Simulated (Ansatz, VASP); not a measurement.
One calculation of TiTe2, two programs

INCAR

```
SYSTEM = TiTe2
PREC     = Accurate       ! precision mode
ENCUT    = 520            ! plane-wave cutoff, eV
EDIFF    = 1E-6           ! SCF threshold, eV
ISMEAR   = 0              ! smearing method
SIGMA    = 0.05           ! smearing width, eV
LREAL    = .False.        ! projectors in reciprocal space
LASPH    = .True.         ! aspherical terms in the spheres
NELM     = 100            ! most SCF steps
ALGO     = Normal         ! electronic algorithm
ISIF     = 2              ! what is computed and relaxed
LWAVE    = .False.        ! write WAVECAR
LCHARG   = .False.        ! write CHGCAR
GGA      = PE             ! functional
NBANDS   = 19             ! bands
```

KPOINTS

```
Automatic mesh
0
Gamma
  10 10 6
  0 0 0
```

File POSCAR:

```
TiTe2
1.0
    3.7571113946      0.0000000000      0.0000000000
   -1.8785556973      3.2537539126      0.0000000000
    0.0000000000      0.0000000000      7.0588037334
Ti Te
1 2
Direct
    0.0000000000      0.0000000000      0.0000000000
    0.3333333333      0.6666666667      0.2465654568
    0.6666666667      0.3333333333      0.7605178964
```

Input for Ansatz:

```yaml
crystal:
  lattice:
    - [3.7571113946, 0.0, 0.0]
    - [-1.8785556973, 3.2537539126, 0.0]
    - [0.0, 0.0, 7.0588037334]
  atoms:
    - { symbol: Ti, position: [0.0, 0.0, 0.0] }
    - { symbol: Te, position: [0.3333333333, 0.6666666667, 0.2465654568] }
    - { symbol: Te, position: [0.6666666667, 0.3333333333, 0.7605178964] }
basis:
  ecutwfc: 420
  ecutrho_ratio: 4
kpoints:
  mp_grid: { grid: [10, 10, 6] }
hamiltonian:
  xc: pbe
scf:
  occupations: { method: gaussian, width: 0.05 }
output:
  forces: true
  stress: true
  eigenvalues: true
  write_density: true
  write_potential: true
  elf: true
  volumetric_format: npy
```

Alike in both runs: task single point; functional PBE; k mesh 10 × 10 × 6; occupations gaussian, width 0.05 eV; no spin polarisation.

|  | VASP | Ansatz |
| --- | --- | --- |
| version | VASP 6.6.1 | Ansatz 0.2.0 |
| potentials or method | VASP PAW PBE potentials, release 64 (Ti_sv, Te), cutoff 520 eV | scalar-relativistic, plane waves, PAW |
| valence electrons in the cell | 24 | 44 |

|  | VASP | Ansatz | Ansatz less VASP |
| --- | --- | --- | --- |
| gap on the k mesh at the Fermi level (eV) | none | none | - |
| pressure (GPa) | 0.9 | 0.9 | 0.00 |
| traceless stress, the component that is largest in VASP (GPa) | 0.49 | 0.47 | -0.019 |
| rms of the force components (eV/Å) | 0.148 | 0.145 | -0.0029 |

Atom by atom the forces differ by 0.004 eV/Å (rms over components). A gap of «none» marks a metal or a gap that the smearing closes. With one functional, cell and mesh, what is left measures potentials, basis and numerics. VASP's potentials hold 24 valence electrons a cell and Ansatz's 44, so a difference there can come from the potentials and not from the codes.

Neither program's run includes spin-orbit coupling.
